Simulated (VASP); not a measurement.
ZnS:

```
CELL_PARAMETERS angstrom
0.00000 2.70450 2.70450
2.70450 0.00000 2.70450
2.70450 2.70450 0.00000
ATOMIC_POSITIONS crystal
Zn 0.00000 0.00000 0.00000
S 0.25000 0.25000 0.25000
```

Base run:

```yaml
Program: VASP 6.6.1
Functional: PBE
Potentials_or_basis: VASP PAW PBE potentials, release 64 (Zn, S)
Cutoff: 520 eV
k_mesh: 10 × 10 × 10
Occupations: gaussian, width 0.03 eV
Spin: no spin polarisation
```

Its results: band gap on the k mesh 2.10 eV, direct; pressure 1.5 GPa.

**Question.** The run is repeated on the same cell with these changes: functional from PBE to r2SCAN; further incar settings from ALGO = Normal; EDIFF = 1e-06; NBANDS = 16 to ALGO = Normal; EDIFF = 1e-07; NBANDS = 16. What comes out?

**Answer.** Band gap on the k mesh 2.66 eV, direct; pressure -0.8 GPa.

Caveats: the PAW data sets were made with another functional, which shifts forces and pressure a little (some runs).

